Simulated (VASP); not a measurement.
# W in VASP: notebook

The runs below take W through single point, with PBE.

Program: VASP 6.6.1. These are calculated values, not measurements. Logs are shortened: lines on timing, memory, paths and dates and some standing lists are left out, and cuts for length are marked.

## Step 1: The cell of the first run

The cell holds a slab with vacuum, 3 atoms: a = 2.757 Å, b = 2.757 Å, c = 19.856 Å, α = 90.00°, β = 90.00°, γ = 109.47°.

## Step 2: Single point, PBE

INCAR reads:

```
SYSTEM = W
PREC     = Accurate       ! precision mode
ENCUT    = 520            ! plane-wave cutoff, eV
EDIFF    = 1E-6           ! SCF threshold, eV
ISMEAR   = 0              ! smearing method
SIGMA    = 0.1            ! smearing width, eV
LREAL    = .FALSE.        ! projectors in reciprocal space
LASPH    = .TRUE.         ! aspherical terms in the spheres
NELM     = 100            ! most SCF steps
ALGO     = Normal         ! electronic algorithm
ISIF     = 2              ! what is computed and relaxed
LWAVE    = .FALSE.        ! write WAVECAR
LCHARG   = .TRUE.         ! write CHGCAR
LDIPOL   = .TRUE.       
IDIPOL   = 3            
DIPOL    = 0.5 0.5 0.311
GGA      = PE             ! functional
LELF     = .TRUE.         ! ELF
LVHAR    = .TRUE.       
LVACPOTAV= .TRUE.       
NBANDS   = 28             ! bands
```

KPOINTS reads:

```
regular mesh
0
G
  10 10 1
  0 0 0
```

POSCAR reads:

```
W
1.0
    2.7571643597      0.0000000000      0.0000000000
   -0.9190547866      2.5994794874      0.0000000000
    0.0000000000      0.0000000000     19.8562161029
W
3
Direct
    0.5000000000      0.5000000000      0.2014482507
    0.0000000000      0.0000000000      0.3111437107
    0.5000000000      0.5000000000      0.4208362792
```

Potentials or basis: VASP PAW PBE potentials, release 64 (W_sv).

Run with:

```console
$ cat potpaw_PBE.64/W_sv/POTCAR > POTCAR
$ mpirun -np 1 vasp_std > vasp.out
```

OUTCAR:

```text
SYSTEM = W
   PREC = Accurate
   ENCUT = 520
   EDIFF = 1E-6
   ISMEAR = 0
   LREAL = .FALSE.
   LASPH = .TRUE.
   NELM = 100
   ISIF = 2
   GGA = PE

 ion  position               nearest neighbor table
   1  0.500  0.500  0.201-   2 2.70   2 2.70   2 3.13   2 3.13
   2  0.000  0.000  0.311-   3 2.70   3 2.70   1 2.70   1 2.70   3 3.13   3 3.13   1 3.13   1 3.13

   3  0.500  0.500  0.421-   2 2.70   2 2.70   2 3.13   2 3.13

  LATTYP: Found a base centered orthorhombic cell.
 ALAT       =     3.1836991705
 B/A-ratio  =     1.4142135624
 C/A-ratio  =     6.2368380427

  Lattice vectors:

 A1 = (   2.7571643597,   0.0000000000,   0.0000000000)
 A2 = (  -0.9190547866,   2.5994794874,   0.0000000000)
 A3 = (   0.0000000000,   0.0000000000,  19.8562161029)

Analysis of symmetry for initial positions (statically):
=====================================================================
 Subroutine PRICEL returns:
 Original cell was already a primitive cell.

 Routine SETGRP: Setting up the symmetry group for a
 base centered orthorhombic supercell.

 Subroutine GETGRP returns: Found  8 space group operations
 (whereof  4 operations were pure point group operations)
 out of a pool of  8 trial point group operations.

The static configuration has the point symmetry C_2v.
 The point group associated with its full space group is D_2h.

Analysis of symmetry for dynamics (positions and initial velocities):
=====================================================================
 Subroutine PRICEL returns:
 Original cell was already a primitive cell.

 Routine SETGRP: Setting up the symmetry group for a
 base centered orthorhombic supercell.

 Subroutine GETGRP returns: Found  8 space group operations
 (whereof  4 operations were pure point group operations)
 out of a pool of  8 trial point group operations.

The dynamic configuration has the point symmetry C_2v.
 The point group associated with its full space group is D_2h.

 Subroutine INISYM returns: Found  8 space group operations
 (whereof  4 operations are pure point group operations),
 and found     1 'primitive' translations

----------------------------------------------------------------------------------------

                                     Primitive cell

  volume of cell :     142.3133

  direct lattice vectors                    reciprocal lattice vectors
     2.757164360  0.000000000  0.000000000     0.362691472  0.128230800  0.000000000
    -0.919054787  2.599479487  0.000000000     0.000000000  0.384692399  0.000000000
     0.000000000  0.000000000 19.856216103     0.000000000  0.000000000  0.050362063

  length of vectors
     2.757164360  2.757164360 19.856216103     0.384692399  0.384692399  0.050362063

  position of ions in fractional coordinates (direct lattice)
     0.500000000  0.500000000  0.201448251
     0.000000000  0.000000000  0.311143711
     0.500000000  0.500000000  0.420836279

  ion indices of the primitive-cell ions
   primitive index   ion index
                 1           1
                 2           2
                 3           3

----------------------------------------------------------------------------------------

 KPOINTS: regular mesh

Automatic generation of k-mesh.
 Grid dimensions read from file:
 generate k-points for:   10   10    1

 Generating k-lattice:

  Cartesian coordinates                     Fractional coordinates (reciprocal lattice)
     0.036269147  0.012823080  0.000000000     0.100000000 -0.000000000  0.000000000
     0.000000000  0.038469240  0.000000000     0.000000000  0.100000000  0.000000000
     0.000000000  0.000000000  0.050362063     0.000000000  0.000000000  1.000000000

  Length of vectors
     0.038469240  0.038469240  0.050362063

  Shift w.r.t. Gamma in fractional coordinates (k-lattice)
     0.000000000  0.000000000  0.000000000

 Subroutine IBZKPT returns following result:
 ===========================================

 Found     31 irreducible k-points:

 Following reciprocal coordinates:
            Coordinates               Weight
  0.000000  0.000000  0.000000      1.000000
  0.100000  0.000000  0.000000      4.000000
  0.200000  0.000000  0.000000      4.000000
  0.300000 -0.000000  0.000000      4.000000
  0.400000 -0.000000  0.000000      4.000000
  0.500000 -0.000000  0.000000      2.000000
[... 16 lines left out ...]
  0.300000  0.300000  0.000000      2.000000
  0.400000  0.300000  0.000000      4.000000
 [... further k-points ...]
   k-points           NKPTS =     31   k-points in BZ     NKDIM =     31   number of bands    NBANDS=     28
   number of dos      NEDOS =    301   number of ions     NIONS =      3
   total plane-waves  NPLWV =  86400
   dimension x,y,z NGX =    24 NGY =   24 NGZ =  150
   dimension x,y,z NGXF=    48 NGYF=   48 NGZF=  300
   ions per type =               3
   NGX,Y,Z   is equivalent  to a cutoff of  14.47, 14.47, 12.56 a.u.
   NGXF,Y,Z  is equivalent  to a cutoff of  28.94, 28.94, 25.12 a.u.
 SYSTEM =  W
   PREC   = accura    normal or accurate (medium, high low for compatibility)
   ISTART =      0    job   : 0-new  1-cont  2-samecut
   ICHARG =      2    charge: 1-file 2-atom 10-const
   ISPIN  =      1    spin polarized calculation?
   LNONCOLLINEAR =      F non collinear calculations
   LSORBIT =      F    spin-orbit coupling
   LASPH  =      T    aspherical Exc in radial PAW
   ENCUT  =  520.0 eV  38.22 Ry    6.18 a.u.   5.13  5.13 36.92*2*pi/ulx,y,z
   NELM   =    100;   NELMIN=  2; NELMDL= -5     # of ELM steps
   EDIFF  = 0.1E-05   stopping-criterion for ELM
   LREAL  =      F    real-space projection
   EDIFFG = 0.1E-04   stopping-criterion for IOM
   NSW    =      0    number of steps for IOM
   IBRION =     -1    ionic relax: 0-MD 1-quasi-New 2-CG
   NFREE  =      0    steps in history (QN), initial steepest desc. (CG)
   ISIF   =      2    stress and relaxation
   ISYM   =      2    0-nonsym 1-usesym 2-fastsym
   POTIM  = 0.5000    time-step for ionic-motion
   TEBEG  =    0.0;   TEEND  =   0.0 temperature during run
   PSTRESS=    0.0 pullay stress
   NELECT =      42.0000    total number of electrons
   NUPDOWN=      -1.0000    fix difference up-down
   EMIN   =  10.00;   EMAX   =-10.00  energy-range for DOS
[... 5 lines left out ...]
     AMIX     =   0.40;   BMIX     =  1.00
     AMIX_MAG =   1.60;   BMIX_MAG =  1.00
  volume/ion in A,a.u.               =      47.44       320.13
  Fermi-wavevector in a.u.,A,eV,Ry     =   1.089957  2.059720 16.163810  1.188007
  Thomas-Fermi vector in A             =   2.226171
   LORBIT       =      0    0 simple, 1 ext, 2 COOP (PROOUT), +10 PAW based schemes
   GGA     = PE    functional components
   LHFCALC =     F    Hartree Fock is set to
   AEXX    =    0.0000 exact exchange contribution
   IVDW    =     0    specifies the selected vdW correction
   LEPSILON=     F    determine dielectric tensor
   LRPA    =     F    only Hartree local field effects (RPA)
 non-spin polarized calculation
 Gauss-broadening in eV      SIGMA  =   0.10
  energy-cutoff  :      520.00
  volume of cell :      142.31
 maximum number of plane-waves:      3862
 NGX is ok and might be reduce to    24

 dipolmoment           0.000000      0.000000     -0.000001 electrons x Angstroem

 number of electron      41.9999999 magnetization

 dipolmoment           0.000000      0.000000      0.000556 electrons x Angstroem

 Free energy of the ion-electron system (eV)
  ---------------------------------------------------
  ext. energy  EPLUGINS =         0.00000000
  ---------------------------------------------------
  free energy    TOTEN  =       -35.85644441 eV

  energy without entropy =      -35.84005048  energy(sigma->0) =      -35.84824744

 E-fermi :   0.6612     XC(G=0):  -5.6275

 val. band max:        0.6287044496   @ k =   0.5000   0.5000   0.0000
 cond. band min:       0.6637735143   @ k =  -0.3000   0.3000   0.0000
 fundamental gap:      0.0350690647
 Fermi energy:         0.6612182093

 k-point     1 :       0.0000    0.0000    0.0000
  band No.  band energies     occupation
      1     -73.4953      2.00000
      2     -73.2832      2.00000
      3     -73.2662      2.00000
      4     -38.1833      2.00000
      5     -37.6686      2.00000
      6     -37.4502      2.00000
[... 20 lines left out ...]
     27       2.9508      0.00000
     28       3.1710      0.00000

 k-point     2 :       0.1000    0.0000    0.0000
  band No.  band energies     occupation
      1     -73.4879      2.00000
      2     -73.2774      2.00000
      3     -73.2616      2.00000
      4     -38.1569      2.00000
      5     -37.7162      2.00000
      6     -37.4382      2.00000
[... 20 lines left out ...]
     27       3.0563      0.00000
     28       3.3580      0.00000

 k-point     3 :       0.2000    0.0000    0.0000
  band No.  band energies     occupation
      1     -73.4686      2.00000
      2     -73.2624      2.00000
      3     -73.2498      2.00000
      4     -38.0884      2.00000
      5     -37.8594      2.00000
      6     -37.4479      2.00000
[... 20 lines left out ...]
     27       2.9589      0.00000
     28       3.6087      0.00000

 k-point     4 :       0.3000   -0.0000    0.0000
  band No.  band energies     occupation
      1     -73.4444      2.00000
      2     -73.2441      2.00000
      3     -73.2351      2.00000
      4     -38.0731      2.00000
      5     -38.0219      2.00000
      6     -37.5631      2.00000
[... 578 lines left out ...]
     27       2.1682      0.00000
     28       3.7650      0.00000

 k-point    23 :       0.3000    0.3000    0.0000
  band No.  band energies     occupation
      1     -73.4011      2.00000
      2     -73.2089      2.00000
      3     -73.2018      2.00000
      4     -38.0843      2.00000
      5     -37.9095      2.00000
      6     -37.8964      2.00000
[... 20 lines left out ...]
     27       3.6963      0.00000
     28       5.0111      0.00000

 k-point    24 :       0.4000    0.3000    0.0000
  band No.  band energies     occupation
      1     -73.3917      2.00000
      2     -73.1965      2.00000
      3     -73.1890      2.00000
      4     -38.1455      2.00000
      5     -37.9630      2.00000
      6     -37.9052      2.00000
[... 20 lines left out ...]
     27       4.4683      0.00000
     28       6.2754      0.00000

 [... further k-points ...]

------------------------ aborting loop because EDIFF is reached ----------------------------------------

  FORCE on cell =-STRESS in cart. coord.  units (eV):
  Direction    XX          YY          ZZ          XY          YZ          ZX
  --------------------------------------------------------------------------------------
  -------------------------------------------------------------------------------------
  Total       -2.9222858     -3.6660613      0.0256307     -1.0518573      0.0000000      0.0000000
  in kB      -32.8993817    -41.2728790      0.2885529    -11.8419135      0.0000000      0.0000000
  external PRESSURE =     -24.6279026 kB  Pullay stress =       0.0000000 kB

 VOLUME and BASIS-vectors are now :
 -----------------------------------------------------------------------------
  energy-cutoff  :      520.00
  volume of cell :      142.31
      direct lattice vectors                 reciprocal lattice vectors
     2.757164360  0.000000000  0.000000000     0.362691472  0.128230800  0.000000000
    -0.919054787  2.599479487  0.000000000     0.000000000  0.384692399  0.000000000
     0.000000000  0.000000000 19.856216103     0.000000000  0.000000000  0.050362063

 POSITION                                       TOTAL-FORCE (eV/Angst)
 -----------------------------------------------------------------------------------
      0.91905      1.29974      4.00000         0.000000      0.000000     -0.013486
      0.00000      0.00000      6.17814         0.000000      0.000000      0.000000
      0.91905      1.29974      8.35622        -0.000000      0.000000      0.013486
 -----------------------------------------------------------------------------------
    total drift:                               -0.000000     -0.000000      0.143556

  FREE ENERGIE OF THE ION-ELECTRON SYSTEM (eV)
  ---------------------------------------------------
  free  energy   TOTEN  =       -35.8564444052 eV

  energy  without entropy=      -35.8400504754  energy(sigma->0) =      -35.84824744

 vacuum level on the upper side and lower side of the slab         5.512         5.498
```

Run time: 72 s. Hardware: 1 thread of Intel Xeon 6975P-C (Granite Rapids), shared host; peak memory 0.31 GiB.

Results:

| Item | Value |
| --- | --- |
| Free energy | -35.8564 eV |
| Largest force | 0.013 eV/Å |
| Band gap on the k mesh | zero (band 21 reaches 2.06 eV, above the bottom of band 22 at -0.09 eV) |

Forces in eV/Å, atoms in the order of the input:
```
W    0.000  0.000 -0.013
W    0.000  0.000  0.000
W    0.000  0.000  0.013
```

Levels at points of the mesh, in eV from the Fermi level:
| k point | band 17 | band 18 | band 19 | band 20 | band 21 | band 22 | band 23 | band 24 | band 25 | band 26 |
| --- | --- | --- | --- | --- | --- | --- | --- | --- | --- | --- |
| (0.00, 0.00, 0.00) | -2.04 | -1.44 | -1.25 | -1.04 | -0.63 | -0.58 | 0.77 | 1.81 | 2.03 | 2.08 |
| (0.50, 0.00, 0.00) | -2.98 | -2.60 | -1.51 | 0.02 | 1.40 | 1.52 | 2.20 | 2.23 | 2.55 | 3.37 |
| (0.50, 0.50, 0.00) | -2.94 | -2.79 | -0.03 | 0.40 | 0.73 | 1.61 | 2.28 | 3.21 | 3.55 | 5.16 |

Caveat: spin-orbit coupling is left out, which moves the levels of the heavy elements.

## Step 3: Single point, PBE

This run uses another cell than the first one, of 44.20 Å³/atom, 0.932 times its volume.

INCAR reads:

```
SYSTEM = W
PREC = Accurate ; ENCUT = 520
EDIFF = 1E-6 ; ISMEAR = 0
SIGMA = 0.1 ; LREAL = .FALSE.
LASPH = .TRUE. ; NELM = 100
ALGO = Normal ; ISIF = 2
LWAVE = .FALSE. ; LCHARG = .FALSE.
LDIPOL = .TRUE. ; IDIPOL = 3
DIPOL = 0.5 0.5 0.496 ; GGA = PE
NBANDS = 28
```

KPOINTS reads:

```
regular mesh
0
G
  11 11 1
  0 0 0
```

POSCAR reads:

```
W
1.0
    2.7571643597      0.0000000000      0.0000000000
   -0.9190547866      2.5994794874      0.0000000000
    0.0000000000      0.0000000000     18.5024305454
W
3
Direct
    0.5000000000      0.5000000000      0.3783286732
    0.0000000000      0.0000000000      0.4960503290
    0.5000000000      0.5000000000      0.6137688816
```

Potentials or basis: VASP PAW PBE potentials, release 64 (W_sv).

Run with:

```console
$ cat potpaw_PBE.64/W_sv/POTCAR > POTCAR
$ mpirun -np 1 vasp_std > vasp.out
```

Run time: 92 s. Hardware: 1 thread of Intel Xeon 6975P-C (Granite Rapids), shared host; peak memory 0.32 GiB.

It converged, with:

```yaml
Free_energy: -35.8689 eV
Largest_force: 0.033 eV/Å
Band_gap_on_the_k_mesh: zero (band 21 reaches 2.10 eV, above the bottom of band 22 at 0.33 eV)
```

Forces on the atoms (eV/Å):
```
W    0.000  0.000 -0.033
W    0.000  0.000  0.000
W    0.000  0.000  0.033
```

Levels at points of the mesh, in eV from the Fermi level:
```tsv
k point	band 17	band 18	band 19	band 20	band 21	band 22	band 23	band 24	band 25	band 26
(0.00, 0.00, 0.00)	-2.02	-1.41	-1.21	-1.00	-0.59	-0.54	0.80	1.86	2.06	2.10
```

Caveat: spin-orbit coupling is left out, which moves the levels of the heavy elements.

## Step 4: Single point, PBE

This run uses another cell than the first one, of 44.20 Å³/atom, 0.932 times its volume.

INCAR reads:

```
SYSTEM = W
PREC = Accurate
ENCUT = 520
EDIFF = 1E-6
ISMEAR = 0
SIGMA = 0.1
LREAL = .FALSE.
LASPH = .TRUE.
NELM = 100
ALGO = Normal
ISIF = 2
LWAVE = .FALSE.
LCHARG = .FALSE.
LDIPOL = .TRUE.
IDIPOL = 3
DIPOL = 0.5 0.5 0.496
GGA = PE
NBANDS = 28
```

KPOINTS reads:

```
Automatic mesh
0
Gamma
  11 11 1
  0.5 0.5 0
```

POSCAR reads:

```
W
1.0
    2.7571643597      0.0000000000      0.0000000000
   -0.9190547866      2.5994794874      0.0000000000
    0.0000000000      0.0000000000     18.5024305454
W
3
Direct
    0.5000000000      0.5000000000      0.3783286732
    0.0000000000      0.0000000000      0.4962884125
    0.5000000000      0.5000000000      0.6142538622
```

Run with:

```console
$ cat potpaw_PBE.64/W_sv/POTCAR > POTCAR
$ mpirun -np 1 vasp_std > vasp.out
```

Wall time 71 s (1 thread of Intel Xeon 6975P-C (Granite Rapids), shared host); peak memory 0.31 GiB.

Results (log left out):

```
Free energy            : -35.8846 eV
Largest force          : 0.029 eV/Å
Band gap on the k mesh : zero (band 21 reaches 2.12 eV, above the bottom of band 22 at 0.39 eV)
```

Forces in eV/Å, atoms in the order of the input:
```
W    0.000  0.000 -0.029
W    0.000  0.000  0.000
W    0.000  0.000  0.029
```

Levels at points of the mesh, in eV from the Fermi level:
| k point | band 19 | band 20 | band 21 | band 22 | band 23 | band 24 |
| --- | --- | --- | --- | --- | --- | --- |
| (0.50, 0.50, 0.00) | 0.00 | 0.42 | 0.76 | 1.63 | 2.31 | 3.24 |

Caveat: spin-orbit coupling is left out, which moves the levels of the heavy elements.

## Step 5: Overview

```csv
cell,k mesh,gap on the mesh (eV),largest force (eV/Å)
"a = 2.757, b = 2.757, c = 19.856 Å, angles 90.0, 90.0, 109.5°, 3 atoms",10 × 10 × 1,none,0.01
"a = 2.757, b = 2.757, c = 18.502 Å, angles 90.0, 90.0, 109.5°, 3 atoms",11 × 11 × 1,none,0.03
"a = 2.757, b = 2.757, c = 18.502 Å, angles 90.0, 90.0, 109.5°, 3 atoms","11 × 11 × 1, shifted",none,0.03
```

Some of these runs hold the atoms at other places in the same cell, which the table doesn't show; runs alike in all that it shows share one row.

Alike in all rows: task single point; level PBE; potentials or basis VASP PAW PBE potentials, release 64 (W_sv); no spin polarisation; cutoff (eV) 520; smearing gaussian 0.1 eV.

Caveats: spin-orbit coupling is left out, which moves the levels of the heavy elements.

Absolute energies hang on the potentials; compare differences alone.
